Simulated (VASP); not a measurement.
A run of VASP 6.6.1:

INCAR

```
SYSTEM = Cu3Pd
PREC = Accurate
ENCUT = 700
EDIFF = 1E-7
ISMEAR = 0
SIGMA = 0.1
LREAL = .FALSE.
LASPH = .TRUE.
NELM = 120
ALGO = Normal
ISIF = 3
LWAVE = .FALSE.
LCHARG = .FALSE.
IBRION = 2
NSW = 100
EDIFFG = -0.05
GGA_COMPAT = .FALSE.
NELMIN = 4
```

KPOINTS

```
Automatic mesh
0
G
  6 6 6
  0 0 0
```

The input POSCAR:

```
Cu3Pd
1.0
    3.7220000000      0.0000000000      0.0000000000
    0.0000000000      3.7220000000      0.0000000000
    0.0000000000      0.0000000000      3.7220000000
Cu Pd
3 1
Direct
    0.0000000000      0.5000000000      0.5000000000
    0.5000000000      0.0000000000      0.5000000000
    0.5000000000      0.5000000000      0.0000000000
    0.0000000000      0.0000000000      0.0000000000
```

Potentials or basis: VASP PAW LDA potentials, release 64 (Cu_sv_GW, Pd_sv_GW).

The run is started by

```bash
$ cat potpaw_LDA.64/Cu_sv_GW/POTCAR potpaw_LDA.64/Pd_sv_GW/POTCAR > POTCAR
$ mpirun -np 1 vasp_std > vasp.out
```

Hardware: 1 thread of Intel(R) Xeon(R) Platinum 8259CL CPU @ 2.50GHz (Skylake/Cascade Lake), on a shared host.

Question: Estimate the wall time of this run.

Answer: Run time: 3.9 min on 1 thread of Intel(R) Xeon(R) Platinum 8259CL CPU @ 2.50GHz (Skylake/Cascade Lake), on a shared host, peak memory 0.22 GiB. Counts: scf iterations 46, k points 20, ion steps 3.
